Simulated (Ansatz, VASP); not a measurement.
## One calculation of Pb, two programs

```
CELL_PARAMETERS angstrom
3.51504 0.00000 0.00000
-1.75752 3.04411 0.00000
0.00000 0.00000 5.96744
ATOMIC_POSITIONS crystal
Pb 0.33333 0.66667 0.25000
Pb 0.66667 0.33333 0.75000
```

Alike in both runs: functional PBE; k mesh 13 × 13 × 7; occupations fermi-dirac, width 0.05 eV; no spin polarisation.

Ansatz relaxed the structure, and its values are those at the end. VASP's run is a single point on that final structure, the one shown.

|  | VASP | Ansatz |
| --- | --- | --- |
| version | VASP 6.6.1 | Ansatz 0.2.0 |
| potentials or method | VASP PAW PBE potentials, release 64 (Pb_d) | PAW with Ansatz's default frozen-core files, scalar-relativistic |
| plane-wave cutoff (eV) | 520 | 420 |
| valence electrons in the cell | 28 | 28 |

|  | VASP | Ansatz | Ansatz less VASP |
| --- | --- | --- | --- |
| pressure (GPa) | 0.0 | 0.0 | +0.04 |

The functional is the same, so the differences come from potentials, cutoffs and numerics.

Spin-orbit coupling is off throughout.
